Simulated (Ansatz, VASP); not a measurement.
## One calculation of TiSe, two programs

```
CELL_PARAMETERS angstrom
3.40340 0.00000 0.00000
0.00000 3.40340 0.00000
0.00000 0.00000 3.40340
ATOMIC_POSITIONS crystal
Ti 0.00000 0.00000 0.00000
Se 0.50000 0.50000 0.50000
```

Alike in both runs: task single point; functional PBE; k mesh 6 × 6 × 6; occupations gaussian, width 0.05 eV; collinear spin; Hubbard terms Ti d U = 7.0 eV.

```csv
,VASP,Ansatz
version,VASP 6.6.1,Ansatz 0.2.0
potentials or method,"VASP PAW PBE potentials, release 64 (Ti_sv, Se), cutoff 500 eV","scalar-relativistic, plane waves, PAW"
valence electrons in the cell,18,28
```

|  | VASP | Ansatz | Ansatz less VASP |
| --- | --- | --- | --- |
| pressure (GPa) | 6.5 | 7.6 | +1.13 |
| traceless stress, the component that is largest in VASP (GPa) | 0.00 | -0.46 | -0.457 |
| net moment per atom (μB) | 1.00 | 1.01 | +0.009 |
| size of the moment on the site where the two differ most (μB) | 0.03 | 0.32 | +0.291 |

Site moments also hang on the region over which each program counts them. The programs project onto different local orbitals, so the same U acts differently, and such runs can settle in different states. VASP's potentials hold 18 valence electrons a cell and Ansatz's 28, so a difference there can come from the potentials and not from the codes. Ansatz's warnings: filled band counts differ across k points, magnetization residual over threshold, negative dielectric reading, specified occupation not kept, symmetry narrowed by occupation matrices.
